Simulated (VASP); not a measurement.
Set up this calculation in VASP 6.6.1, as the native input.

- Task: single point
- Functional: PBEsol
- Potentials or basis: VASP PAW PBE potentials, release 64 (Al, Ga_d, N)
- Cutoff: 520 eV
- k mesh: 2 × 2 × 2, shifted
- Occupations: gaussian, width 0.01 eV
- Spin: no spin polarisation
- Dipole correction: no
- Further INCAR settings: LREAL = Auto; ALGO = Normal; EDIFF = 1e-06; NBANDS = 71

The structure of Al3Ga5N8 lies in POSCAR:

```
Al3Ga5N8
1.0
    8.9047390000      0.0000000000      0.0000000000
    0.0000000000      4.4523690000      0.0000000000
    0.0000000000      0.0000000000      4.4523690000
Al Ga N
3 5 8
Direct
    0.9983490000      0.0327150000      0.9981750000
    0.2394760000      0.4723400000      0.0248540000
    0.0035270000      0.5176500000      0.5134490000
    0.5227560000      0.9939750000      0.0124230000
    0.7518820000      0.4633230000      0.0052980000
    0.2346150000      0.9812850000      0.5191070000
    0.7502360000      0.0091840000      0.5020700000
    0.5025700000      0.5216100000      0.5539270000
    0.1385130000      0.2357930000      0.2279170000
    0.6321250000      0.2733250000      0.2267280000
    0.3603020000      0.7437320000      0.2064650000
    0.8664370000      0.7289880000      0.2332490000
    0.3715650000      0.2500870000      0.7651040000
    0.8709530000      0.2687880000      0.7416810000
    0.1324780000      0.7366490000      0.7366270000
    0.6063030000      0.7290670000      0.7828900000
```

These files were run (other wordings do the same):

INCAR

```
PREC     = Accurate       # precision mode
ENCUT    = 520            # plane-wave cutoff, eV
EDIFF    = 1E-6           # SCF threshold, eV
ISMEAR   = 0              # smearing method
SIGMA    = 0.01           # smearing width, eV
LREAL    = Auto         
LASPH    = True           # aspherical terms in the spheres
NELM     = 60             # most SCF steps
ALGO     = Normal         # electronic algorithm
ISIF     = 2              # what is computed and relaxed
LWAVE    = False          # write WAVECAR
LCHARG   = False          # write CHGCAR
GGA      = PS             # functional
NBANDS   = 71             # bands
```

KPOINTS

```
Automatic mesh
0
Gamma
  2 2 2
  0.5 0.5 0.5
```

Potentials or basis: VASP PAW PBE potentials, release 64 (Al, Ga_d, N).

Command:

```sh
$ cat potpaw_PBE.64/Al/POTCAR potpaw_PBE.64/Ga_d/POTCAR potpaw_PBE.64/N/POTCAR > POTCAR
$ mpirun -np 1 vasp_std > vasp.out
```

Results of the run:

| Property | Result |
| --- | --- |
| Pressure | 10.5 GPa |
| Largest force | 8.655 eV/Å |
| Band gap on the k mesh | 2.92 eV |

Caveat: the k points lie up to 0.71 Å⁻¹ apart; the PAW data sets were made with another functional, which shifts forces and pressure a little; a shifted mesh leaves out Γ, where band edges can lie.

It took 3.6 min on 1 thread of Intel Xeon 8259CL, on a shared host, peak memory 0.3 GiB.
